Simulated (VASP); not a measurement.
CdS: single point with r2SCAN

The system is CdS.

```
Cd S
1.0
     4.12216    0.00000    0.00000
    -2.06108    3.56989    0.00000
     0.00000    0.00000    6.80685
Cd S
2 2
Cartesian
  0.0000 2.3799 -0.0065
  2.0611 1.1900 3.3969
  0.0000 2.3799 2.5591
  2.0611 1.1900 5.9625
```

This cell differs from its parent crystal: in-plane strain -0.01.

```
Program                : VASP 6.6.1
Task                   : single point
Functional             : r2SCAN
Potentials or basis    : VASP PAW PBE potentials, release 64 (Cd, S)
Cutoff                 : 520 eV
k mesh                 : 6 × 6 × 4
Occupations            : gaussian, width 0.01 eV
Spin                   : no spin polarisation
Dipole correction      : no
Further INCAR settings : ALGO = Normal; EDIFF = 1e-06; NBANDS = 26
```

```json
{"Pressure": "1.2 GPa", "Largest force": "0.126 eV/Å", "Band gap on the k mesh": "1.64 eV"}
```

Forces on the atoms (eV/Å):
```
Cd   0.000  0.000  0.126
Cd   0.000  0.000  0.126
S    0.000  0.000 -0.126
S    0.000  0.000 -0.126
```

Stress tensor (GPa, compression positive):
```
1.83 0.00 0.00
0.00 1.83 0.00
0.00 0.00 0.09
```

Levels at points of the mesh, in eV from the valence-band top:
| k point | band 14 | band 15 | band 16 | band 17 | band 18 | band 19 | band 20 | band 21 | band 22 | band 23 |
| --- | --- | --- | --- | --- | --- | --- | --- | --- | --- | --- |
| (0.00, 0.00, 0.00) | -0.73 | -0.73 | -0.09 | 0.00 | 0.00 | 1.64 | 3.31 | 7.04 | 7.04 | 7.15 |
| (0.50, 0.00, 0.00) | -3.57 | -2.67 | -1.88 | -1.32 | -0.79 | 4.15 | 4.29 | 5.35 | 6.79 | 7.53 |
| (0.00, 0.00, 0.50) | -2.49 | -0.37 | -0.37 | -0.37 | -0.37 | 3.30 | 3.30 | 6.56 | 6.56 | 7.38 |
| (0.50, 0.00, 0.50) | -4.17 | -1.39 | -1.39 | -1.36 | -1.36 | 3.84 | 3.84 | 5.76 | 5.76 | 8.36 |

It took 2.1 min on 1 thread of AMD EPYC 9R45 96-Core Processor (Zen 5), with other jobs on the host, peak memory 0.22 GiB.

Caveat: the cell differs from its parent crystal (in-plane strain -0.01); the PAW data sets were made with another functional, which shifts forces and pressure a little.
